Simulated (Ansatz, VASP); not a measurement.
**One calculation of MgO, two programs**

```
Mg O
1.0
     0.00000    2.11350    2.11350
     2.11350    0.00000    2.11350
     2.11350    2.11350    0.00000
Mg O
1 1
Direct
  0.00000 0.00000 0.00000
  0.50000 0.50000 0.50000
```

Alike in both runs: task single point; functional r2SCAN; k mesh 9 × 9 × 9; no spin polarisation.

```csv
,VASP,Ansatz
version,VASP 6.6.1,Ansatz 0.2.0
potentials or method,"VASP PAW PBE potentials, release 64 (Mg, O), cutoff 660 eV","PAW, plane waves, scalar-relativistic"
occupations,"gaussian, width 0.01 eV",fixed
valence electrons in the cell,8,16
```

Ansatz gave:

- pressure (GPa): -2.6

Which values does VASP return?

Pressure (GPa): -4.0.

VASP's potentials were made for PBE, not for r2SCAN. VASP's potentials hold 8 valence electrons a cell and Ansatz's 16, so a difference there can come from the potentials and not from the codes.
